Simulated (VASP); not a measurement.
A run of VASP 6.6.1 is set up as follows.

File POSCAR:

```
MnSbSe2S
1.0
    0.0000000000      3.8280780000      0.0000000000
    6.3165800000     -1.9140390000      0.0000000000
    0.2124370000      0.0000000000     -9.5823070000
S Sb Se Mn
2 2 4 2
Direct
    0.3633600000      0.7267200000      0.9229000000
    0.6366400000      0.2732800000      0.0771000000
    0.2938500000      0.5877000000      0.3152400000
    0.7061500000      0.4123000000      0.6847600000
    0.0744200000      0.1488400000      0.7419900000
    0.9255800000      0.8511600000      0.2580100000
    0.3611000000      0.7222000000      0.5547700000
    0.6389000000      0.2778000000      0.4452300000
    0.0000000000      0.0000000000      0.5000000000
    0.0000000000      0.0000000000      0.0000000000
```

INCAR.step1

```
ALGO = Normal
EDIFF = 1E-5
ENCUT = 550
GGA = PE
GGA_COMPAT = F
ISMEAR = -1
ISYM = -1
KPAR = 1
LASPH = T
LCHARG = F
LREAL = F
LWAVE = T
NBANDS = 47
NELM = 120
PREC = Accurate
SIGMA = 0.1
```

File INCAR.step2:

```
ALGO = Normal
EDIFF = 1E-6
ENCUT = 550
GGA_COMPAT = F
ISIF = 2
ISMEAR = -1
ISTART = 1
ISYM = -1
KPAR = 1
LASPH = T
LCHARG = F
LMIXTAU = T
LREAL = F
LWAVE = F
METAGGA = R2SCAN
NBANDS = 47
NELM = 120
PREC = Accurate
SIGMA = 0.1
```

Contents of KPOINTS:

```
explicit points
25
Reciprocal
  0.10000000   0.10000000   0.25000000 2
  0.10000000   0.10000000   0.75000000 2
  0.10000000   0.30000000   0.25000000 2
  0.10000000   0.30000000   0.75000000 2
  0.10000000   0.50000000   0.25000000 2
  0.10000000   0.50000000   0.75000000 2
  0.10000000   0.70000000   0.25000000 2
  0.10000000   0.70000000   0.75000000 2
  0.10000000   0.90000000   0.25000000 2
  0.10000000   0.90000000   0.75000000 2
  0.30000000   0.10000000   0.25000000 2
  0.30000000   0.10000000   0.75000000 2
  0.30000000   0.30000000   0.25000000 2
  0.30000000   0.30000000   0.75000000 2
  0.30000000   0.50000000   0.25000000 2
  0.30000000   0.50000000   0.75000000 2
  0.30000000   0.70000000   0.25000000 2
  0.30000000   0.70000000   0.75000000 2
  0.30000000   0.90000000   0.25000000 2
  0.30000000   0.90000000   0.75000000 2
  0.50000000   0.10000000   0.25000000 2
  0.50000000   0.10000000   0.75000000 2
  0.50000000   0.30000000   0.25000000 2
  0.50000000   0.30000000   0.75000000 2
  0.50000000   0.50000000   0.25000000 2
```

Potentials or basis: VASP PAW PBE potentials, release 64 (S, Sb, Se, Mn_pv).

Command:

```sh
$ cat potpaw_PBE.64/S/POTCAR potpaw_PBE.64/Sb/POTCAR potpaw_PBE.64/Se/POTCAR potpaw_PBE.64/Mn_pv/POTCAR > POTCAR
$ cp INCAR.step1 INCAR
$ mpirun -np 4 vasp_std > vasp.out
$ cp INCAR.step2 INCAR
$ mpirun -np 4 vasp_std > vasp.out
```

(1) What does it give for the band gap on the k mesh?

(2) Estimate the largest force.

## Answers

(1) zero (bands 36 and 37 overlap by 0.02 eV).

(2) 2.910 eV/Å.

Caveat: the PAW data sets were made with another functional, which shifts forces and pressure a little; spin-orbit coupling is left out, which moves the levels of the heavy elements; the run has no spin polarisation, though such a crystal can be magnetic; semilocal functionals often make such compounds metallic where correlation or magnetic order opens a gap, which also shifts bond lengths.
